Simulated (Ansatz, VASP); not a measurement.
One calculation of Ti3Ag, two programs

```
CELL_PARAMETERS angstrom
4.18700 0.00000 0.00000
0.00000 4.18700 0.00000
0.00000 0.00000 3.87100
ATOMIC_POSITIONS crystal
Ti 0.00000 0.50000 0.50000
Ti 0.50000 0.00000 0.50000
Ti 0.50000 0.50000 0.00000
Ag 0.00000 0.00000 0.00000
```

Change from the starting cell: zz strain of -2 %.

Alike in both runs: task single point; functional LDA; k mesh 9 × 9 × 9; occupations fermi-dirac, width 0.08 eV; no spin polarisation.

|  | VASP | Ansatz |
| --- | --- | --- |
| version | VASP 6.6.1 | Ansatz 0.2.0 |
| potentials or method | VASP PAW LDA potentials, release 64 (Ti_sv, Ag), cutoff 520 eV | all-electron LAPW, scalar-relativistic |

Ansatz gave:

| Quantity | Value |
| --- | --- |
| pressure (GPa) | -7.9 |
| traceless stress, the component that is largest in VASP (GPa) | 1.81 |

Problem. What did VASP give for the same quantities?

Solution. Pressure (GPa): -7.9; traceless stress, the component that is largest in VASP (GPa): 1.80.

LDA's correlation is that of Perdew and Zunger in VASP and of Perdew and Wang (1992) in Ansatz. Ansatz ran all-electron here, and VASP with PAW potentials.
